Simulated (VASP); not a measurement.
# HfGe (zincblende type) (F-43m) in VASP: density of states with LDA

Aim: the density of states of HfGe (zincblende type) with LDA.

All numbers are computed with VASP 6.6.1; they aren't measurements. Logs are shortened: lines on timing, memory, paths and dates and some standing lists are left out, and cuts for length are marked.

## 1. The cell of the first run

Symmetry: F-43m, No. 216, cubic system. Conventional cell: a = 5.958 Å, b = 5.958 Å, c = 5.958 Å, α = 90.00°, β = 90.00°, γ = 90.00°. Hf (site symmetry -43m) has 4 Ge at 2.58 Å within 3.4 Å. Ge (site symmetry -43m) has 4 Hf at 2.58 Å within 3.4 Å.

## 2. Density of states, LDA

The input, POSCAR:

```
HfGe
1.0
    0.0000000000      2.9790835099      2.9790835099
    2.9790835099      0.0000000000      2.9790835099
    2.9790835099      2.9790835099      0.0000000000
Hf Ge
1 1
Direct
    0.0000000000      0.0000000000      0.0000000000
    0.2500000000      0.2500000000      0.2500000000
```

The input, INCAR.step1:

```
SYSTEM = HfGe
PREC     = Accurate       ! precision mode
ENCUT    = 520            ! plane-wave cutoff, eV
EDIFF    = 1E-7           ! SCF threshold, eV
ISMEAR   = -1             ! smearing method
SIGMA    = 0.05           ! smearing width, eV
LREAL    = .False.        ! projectors in reciprocal space
LASPH    = .True.         ! aspherical terms in the spheres
NELM     = 80             ! most SCF steps
ALGO     = Normal         ! electronic algorithm
ISIF     = 2              ! what is computed and relaxed
LWAVE    = .False.        ! write WAVECAR
LCHARG   = .True.         ! write CHGCAR
LMAXMIX  = 4              ! l up to which the mixer works
NBANDS   = 19             ! bands
```

The input, KPOINTS.step1:

```
regular mesh
0
Gamma
  11 11 11
  0 0 0
```

The input, INCAR.step2:

```
SYSTEM = HfGe
PREC     = Accurate       ! precision mode
ENCUT    = 520            ! plane-wave cutoff, eV
EDIFF    = 1E-7           ! SCF threshold, eV
ISMEAR   = -5             ! smearing method
SIGMA    = 0.05           ! smearing width, eV
LREAL    = .False.        ! projectors in reciprocal space
LASPH    = .True.         ! aspherical terms in the spheres
NELM     = 80             ! most SCF steps
ALGO     = Normal         ! electronic algorithm
ISIF     = 2              ! what is computed and relaxed
LWAVE    = .False.        ! write WAVECAR
LCHARG   = .False.        ! write CHGCAR
LMAXMIX  = 4              ! l up to which the mixer works
LORBIT   = 11             ! projections on sites
NBANDS   = 19             ! bands
NEDOS    = 2001           ! points of the DOS
ICHARG   = 11             ! starting density
```

The input, KPOINTS.step2:

```
regular mesh
0
Gamma
  17 17 17
  0 0 0
```

Potentials or basis: VASP PAW LDA potentials, release 64 (Hf_pv, Ge_d).

Command:

```sh
$ cat potpaw_LDA.64/Hf_pv/POTCAR potpaw_LDA.64/Ge_d/POTCAR > POTCAR
$ cp INCAR.step1 INCAR
$ cp KPOINTS.step1 KPOINTS
$ mpirun -np 1 vasp_std > vasp.out
$ cp INCAR.step2 INCAR
$ cp KPOINTS.step2 KPOINTS
$ mpirun -np 1 vasp_std > vasp.out
```

OUTCAR:

```text
SYSTEM = HfGe
   PREC = Accurate
   ENCUT = 520
   EDIFF = 1E-7
   ISMEAR = -5
   LREAL = .False.
   LASPH = .True.
   NELM = 80
   ISIF = 2
   LORBIT = 11
   ICHARG = 11

 ion  position               nearest neighbor table
   1  0.000  0.000  0.000-   2 2.58   2 2.58   2 2.58   2 2.58
   2  0.250  0.250  0.250-   1 2.58   1 2.58   1 2.58   1 2.58

  LATTYP: Found a face centered cubic cell.
 ALAT       =     5.9581670198

  Lattice vectors:

 A1 = (   0.0000000000,   2.9790835099,   2.9790835099)
 A2 = (   2.9790835099,   0.0000000000,   2.9790835099)
 A3 = (   2.9790835099,   2.9790835099,   0.0000000000)

Analysis of symmetry for initial positions (statically):
=====================================================================
 Subroutine PRICEL returns:
 Original cell was already a primitive cell.

 Routine SETGRP: Setting up the symmetry group for a
 face centered cubic supercell.

 Subroutine GETGRP returns: Found 24 space group operations
 (whereof 24 operations were pure point group operations)
 out of a pool of 48 trial point group operations.

The static configuration has the point symmetry T_d .

Analysis of symmetry for dynamics (positions and initial velocities):
=====================================================================
 Subroutine PRICEL returns:
 Original cell was already a primitive cell.

 Routine SETGRP: Setting up the symmetry group for a
 face centered cubic supercell.

 Subroutine GETGRP returns: Found 24 space group operations
 (whereof 24 operations were pure point group operations)
 out of a pool of 48 trial point group operations.

The dynamic configuration has the point symmetry T_d .

 Subroutine INISYM returns: Found 24 space group operations
 (whereof 24 operations are pure point group operations),
 and found     1 'primitive' translations

----------------------------------------------------------------------------------------

                                     Primitive cell

  volume of cell :      52.8784

  direct lattice vectors                    reciprocal lattice vectors
     0.000000000  2.979083510  2.979083510    -0.167836853  0.167836853  0.167836853
     2.979083510  0.000000000  2.979083510     0.167836853 -0.167836853  0.167836853
     2.979083510  2.979083510  0.000000000     0.167836853  0.167836853 -0.167836853

  length of vectors
     4.213060303  4.213060303  4.213060303     0.290701956  0.290701956  0.290701956

  position of ions in fractional coordinates (direct lattice)
     0.000000000  0.000000000  0.000000000
     0.250000000  0.250000000  0.250000000

  ion indices of the primitive-cell ions
   primitive index   ion index
                 1           1
                 2           2

----------------------------------------------------------------------------------------

 KPOINTS: regular mesh

Automatic generation of k-mesh.
 Grid dimensions read from file:
 generate k-points for:   17   17   17

 Generating k-lattice:

  Cartesian coordinates                     Fractional coordinates (reciprocal lattice)
    -0.009872756  0.009872756  0.009872756     0.058823529  0.000000000  0.000000000
     0.009872756 -0.009872756  0.009872756     0.000000000  0.058823529  0.000000000
     0.009872756  0.009872756 -0.009872756     0.000000000  0.000000000  0.058823529

  Length of vectors
     0.017100115  0.017100115  0.017100115

  Shift w.r.t. Gamma in fractional coordinates (k-lattice)
     0.000000000  0.000000000  0.000000000

 TETIRR: Found    693 inequivalent tetrahedra from    29478

 Subroutine IBZKPT returns following result:
 ===========================================

 Found    165 irreducible k-points:

 Following reciprocal coordinates:
            Coordinates               Weight
  0.000000  0.000000  0.000000      1.000000
  0.058824  0.000000  0.000000      8.000000
  0.117647  0.000000  0.000000      8.000000
  0.176471  0.000000  0.000000      8.000000
  0.235294  0.000000  0.000000      8.000000
  0.294118  0.000000  0.000000      8.000000
[... 16 lines left out ...]
 -0.176471  0.058824  0.000000     24.000000
 -0.117647  0.058824  0.000000     24.000000
 [... further k-points ...]
   k-points           NKPTS =    165   k-points in BZ     NKDIM =    165   number of bands    NBANDS=     19
   number of dos      NEDOS =   2001   number of ions     NIONS =      2
   total plane-waves  NPLWV =  32768
   dimension x,y,z NGX =    32 NGY =   32 NGZ =   32
   dimension x,y,z NGXF=    64 NGYF=   64 NGZF=   64
   ions per type =               1   1
   NGX,Y,Z   is equivalent  to a cutoff of  12.63, 12.63, 12.63 a.u.
   NGXF,Y,Z  is equivalent  to a cutoff of  25.25, 25.25, 25.25 a.u.
 SYSTEM =  HfGe
   PREC   = accura    normal or accurate (medium, high low for compatibility)
   ISTART =      0    job   : 0-new  1-cont  2-samecut
   ICHARG =     11    charge: 1-file 2-atom 10-const
   ISPIN  =      1    spin polarized calculation?
   LNONCOLLINEAR =      F non collinear calculations
   LSORBIT =      F    spin-orbit coupling
   LASPH  =      T    aspherical Exc in radial PAW
   ENCUT  =  520.0 eV  38.22 Ry    6.18 a.u.   7.83  7.83  7.83*2*pi/ulx,y,z
   NELM   =     80;   NELMIN=  2; NELMDL=  0     # of ELM steps
   EDIFF  = 0.1E-06   stopping-criterion for ELM
   LREAL  =      F    real-space projection
   EDIFFG = 0.1E-05   stopping-criterion for IOM
   NSW    =      0    number of steps for IOM
   IBRION =     -1    ionic relax: 0-MD 1-quasi-New 2-CG
   NFREE  =      0    steps in history (QN), initial steepest desc. (CG)
   ISIF   =      2    stress and relaxation
   ISYM   =      2    0-nonsym 1-usesym 2-fastsym
   POTIM  = 0.5000    time-step for ionic-motion
   TEBEG  =    0.0;   TEEND  =   0.0 temperature during run
   PSTRESS=    0.0 pullay stress
   NELECT =      24.0000    total number of electrons
   NUPDOWN=      -1.0000    fix difference up-down
   EMIN   =  10.00;   EMAX   =-10.00  energy-range for DOS
   EFERMI =   0.00;   METHOD = LEGACY
   ISMEAR =    -5;   SIGMA  =   0.05  broadening in eV -4-tet -1-fermi 0-gaus
   EFERMI_NEDOS =   21; number of points for ismear=-14 and -15
   IALGO  =     38    algorithm
   IMIX   =      4    mixing-type and parameters
     AMIX     =   0.40;   BMIX     =  1.00
     AMIX_MAG =   1.60;   BMIX_MAG =  1.00
  volume/ion in A,a.u.               =      26.44       178.42
  Fermi-wavevector in a.u.,A,eV,Ry     =   1.258112  2.377487 21.535918  1.582845
  Thomas-Fermi vector in A             =   2.391737
   LORBIT       =     11    0 simple, 1 ext, 2 COOP (PROOUT), +10 PAW based schemes
   GGA     = CA    functional components
   LHFCALC =     F    Hartree Fock is set to
   AEXX    =    0.0000 exact exchange contribution
   IVDW    =     0    specifies the selected vdW correction
   LEPSILON=     F    determine dielectric tensor
   LRPA    =     F    only Hartree local field effects (RPA)
 non-spin polarized calculation
 Fermi weights with tetrahedron method with Bloechl corrections
  energy-cutoff  :      520.00
  volume of cell :       52.88
 maximum number of plane-waves:      1436

 number of electron      24.0000010 magnetization

 Free energy of the ion-electron system (eV)
  ---------------------------------------------------
  ext. energy  EPLUGINS =         0.00000000
  ---------------------------------------------------
  free energy    TOTEN  =       -15.06725086 eV

  energy without entropy =      -15.06725086  energy(sigma->0) =      -15.06725086

 E-fermi :   2.8074     XC(G=0): -10.0145

 val. band max:        2.8055626099   @ k =   0.4706   0.4706   0.0000
 cond. band min:       2.8547326446   @ k =   0.4706   0.4706   0.0000
 fundamental gap:      0.0491700347
 Fermi energy:         2.8073883750

 k-point     1 :       0.0000    0.0000    0.0000
  band No.  band energies     occupation
      1     -28.0017      2.00000
      2     -28.0017      2.00000
      3     -28.0017      2.00000
      4     -20.2672      2.00000
      5     -20.2672      2.00000
      6     -20.2672      2.00000
[... 11 lines left out ...]
     18      10.3703      0.00000
     19      11.7824      0.00000

 k-point     2 :       0.0588    0.0000    0.0000
  band No.  band energies     occupation
      1     -28.0030      2.00000
      2     -28.0019      2.00000
      3     -28.0019      2.00000
      4     -20.2680      2.00000
      5     -20.2677      2.00000
      6     -20.2677      2.00000
[... 11 lines left out ...]
     18      10.3987      0.00000
     19      11.5846      0.00000

 k-point     3 :       0.1176    0.0000    0.0000
  band No.  band energies     occupation
      1     -28.0067      2.00000
      2     -28.0023      2.00000
      3     -28.0023      2.00000
      4     -20.2700      2.00000
      5     -20.2688      2.00000
      6     -20.2688      2.00000
[... 11 lines left out ...]
     18      10.3919      0.00000
     19      11.1557      0.00000

 k-point     4 :       0.1765    0.0000    0.0000
  band No.  band energies     occupation
      1     -28.0124      2.00000
      2     -28.0031      2.00000
      3     -28.0031      2.00000
      4     -20.2730      2.00000
      5     -20.2701      2.00000
      6     -20.2701      2.00000
[... 11 lines left out ...]
     18      10.1581      0.00000
     19      10.8140      0.00000

 k-point     5 :       0.2353    0.0000    0.0000
  band No.  band energies     occupation
      1     -28.0192      2.00000
      2     -28.0039      2.00000
      3     -28.0039      2.00000
      4     -20.2767      2.00000
      5     -20.2712      2.00000
      6     -20.2712      2.00000
[... 11 lines left out ...]
     18       9.6935      0.00000
     19      10.7366      0.00000
[... 334 lines left out ...]
      2     -28.0064      2.00000
      3     -28.0048      2.00000
      4     -20.2818      2.00000
      5     -20.2730      2.00000
      6     -20.2726      2.00000
[... 11 lines left out ...]
     18       9.1928      0.00000
     19      11.2987      0.00000

 k-point    22 :      -0.2353    0.0588    0.0000
  band No.  band energies     occupation
      1     -28.0216      2.00000
      2     -28.0055      2.00000
      3     -28.0039      2.00000
      4     -20.2782      2.00000
      5     -20.2721      2.00000
      6     -20.2716      2.00000
[... 11 lines left out ...]
     18       9.8158      0.00000
     19      10.8432      0.00000

 k-point    23 :      -0.1765    0.0588    0.0000
  band No.  band energies     occupation
      1     -28.0149      2.00000
      2     -28.0045      2.00000
      3     -28.0030      2.00000
      4     -20.2746      2.00000
      5     -20.2711      2.00000
      6     -20.2703      2.00000
[... 11 lines left out ...]
     18      10.3679      0.00000
     19      10.8574      0.00000

 k-point    24 :      -0.1176    0.0588    0.0000
  band No.  band energies     occupation
      1     -28.0091      2.00000
      2     -28.0035      2.00000
      3     -28.0024      2.00000
      4     -20.2715      2.00000
      5     -20.2698      2.00000
      6     -20.2690      2.00000
[... 11 lines left out ...]
     18      10.6982      0.00000
     19      11.1948      0.00000

 [... further k-points ...]
[... 5 lines left out ...]
  --------------------------------------------------------------------------------------
  -------------------------------------------------------------------------------------
  Total        0.0656258      0.0656258      0.0656258      0.0000000     -0.0000000     -0.0000000
  in kB        1.9884150      1.9884150      1.9884150      0.0000000     -0.0000000     -0.0000000
  external PRESSURE =       1.9884150 kB  Pullay stress =       0.0000000 kB

 VOLUME and BASIS-vectors are now :
 -----------------------------------------------------------------------------
  energy-cutoff  :      520.00
  volume of cell :       52.88
      direct lattice vectors                 reciprocal lattice vectors
     0.000000000  2.979083510  2.979083510    -0.167836853  0.167836853  0.167836853
     2.979083510  0.000000000  2.979083510     0.167836853 -0.167836853  0.167836853
     2.979083510  2.979083510  0.000000000     0.167836853  0.167836853 -0.167836853

 POSITION                                       TOTAL-FORCE (eV/Angst)
 -----------------------------------------------------------------------------------
      0.00000      0.00000      0.00000         0.000000      0.000000      0.000000
      1.48954      1.48954      1.48954        -0.000000     -0.000000     -0.000000
 -----------------------------------------------------------------------------------
    total drift:                                0.000000      0.000000      0.000000

  FREE ENERGIE OF THE ION-ELECTRON SYSTEM (eV)
  ---------------------------------------------------
  free  energy   TOTEN  =       -15.0672508557 eV

  energy  without entropy=      -15.0672508557  energy(sigma->0) =      -15.06725086

 total charge

# of ion       s       p       d       tot
------------------------------------------
    1        0.357   6.346   1.538   8.241
    2        1.172   1.512   9.971  12.655
--------------------------------------------------
tot          1.528   7.859  11.508  20.895
```

Wall time 48 s (1 thread of Intel Xeon 6975P-C (Granite Rapids), shared host); peak memory 0.28 GiB.

What came out:

```
Valence electrons inside the program's atomic spheres : Hf 8.24; Ge 12.65
```

Caveat: spin-orbit coupling is left out, which moves the levels of the heavy elements.
